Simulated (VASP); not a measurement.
A run of VASP 6.6.1 is set up as follows.

File INCAR:

```
PREC = Accurate
ENCUT = 600
EDIFF = 1E-6
ISMEAR = 0
SIGMA = 0.1
LREAL = F
LASPH = T
NELM = 100
ALGO = Fast
ISIF = 4
LWAVE = F
LCHARG = F
GGA = PS
IVDW = 12
IBRION = 2
NSW = 50
EDIFFG = -0.01
```

KPOINTS

```
regular mesh
0
Gamma
  14 14 14
```

POSCAR

```
Ga3Sb
1.0
   -2.0501269427      2.0501269427      4.3833021566
    2.0501269427     -2.0501269427      4.3833021566
    2.0501269427      2.0501269427     -4.3833021566
Ga Sb
3 1
Direct
    0.7500000000      0.2500000000      0.5000000000
    0.2500000000      0.7500000000      0.5000000000
    0.5000000000      0.5000000000      0.0000000000
    0.0000000000      0.0000000000      0.0000000000
```

Potentials or basis: VASP PAW PBE potentials, release 64 (Ga_d, Sb).

The run is started by

```console
$ cat potpaw_PBE.64/Ga_d/POTCAR potpaw_PBE.64/Sb/POTCAR > POTCAR
$ mpirun -np 1 vasp_std > vasp.out
```

What does it give for the dispersion energy per atom?

-0.399 eV.

Predict the band gap on the k mesh.

zero (bands 22 and 23 overlap by 5.43 eV).

Final structure:
```cif
data_structure
_symmetry_space_group_name_H-M 'P 1'
_symmetry_Int_Tables_number 1
_cell_length_a 5.2554
_cell_length_b 5.2554
_cell_length_c 5.2554
_cell_angle_alpha 134.079
_cell_angle_beta 134.079
_cell_angle_gamma 66.965
_cell_volume 73.69
loop_
_atom_site_label
_atom_site_type_symbol
_atom_site_fract_x
_atom_site_fract_y
_atom_site_fract_z
_atom_site_occupancy
Ga1 Ga 0.75000 0.25000 0.50000 1
Ga2 Ga 0.25000 0.75000 0.50000 1
Ga3 Ga 0.50000 0.50000 0.00000 1
Sb1 Sb 0.00000 0.00000 0.00000 1
```

Caveat: spin-orbit coupling is left out, which moves the levels of the heavy elements.
